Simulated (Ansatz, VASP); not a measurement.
## One calculation of K2NaBCl6, two programs

```xyz
10
Lattice="5.3761 0.0000 0.0000 0.0000 5.3761 0.0000 0.0000 0.0000 9.1295" Properties=species:S:1:pos:R:3 pbc="T T T"
K     2.6880    2.6880    2.3394
K     2.6880    2.6880    6.7901
Na    0.0000    0.0000    4.5648
B     0.0000    0.0000    0.0000
Cl    2.6880    5.3761    0.0000
Cl    2.6880    5.3761    4.5648
Cl    0.0000    2.6880    0.0000
Cl    0.0000    2.6880    4.5648
Cl    0.0000    0.0000    1.7073
Cl    0.0000    0.0000    7.4222
```

Alike in both runs: task single point; functional PBE; k mesh 4 × 4 × 2; occupations gaussian, width 0.1 eV; no spin polarisation.

```csv
,VASP,Ansatz
version,VASP 6.6.1,Ansatz 0.2.0
potentials or method,"VASP PAW PBE potentials, release 64 (K_sv, Na_pv, B, Cl), cutoff 520 eV","scalar-relativistic, plane waves, PAW"
valence electrons in the cell,70,72
```

```csv
,VASP,Ansatz,Ansatz less VASP
gap on the k mesh at the Fermi level (eV),2.63,2.61,-0.027
least direct gap on the mesh (eV),2.63,2.61,-0.027
pressure (GPa),-0.1,0.0,+0.10
"traceless stress, the component that is largest in VASP (GPa)",-0.13,0.00,+0.136
rms of the force components (eV/Å),0.026,0.002,-0.0244
```

Atom by atom the forces differ by 0.025 eV/Å (rms over components). VASP's potentials hold 70 valence electrons a cell and Ansatz's 72, so a difference there can come from the potentials and not from the codes.
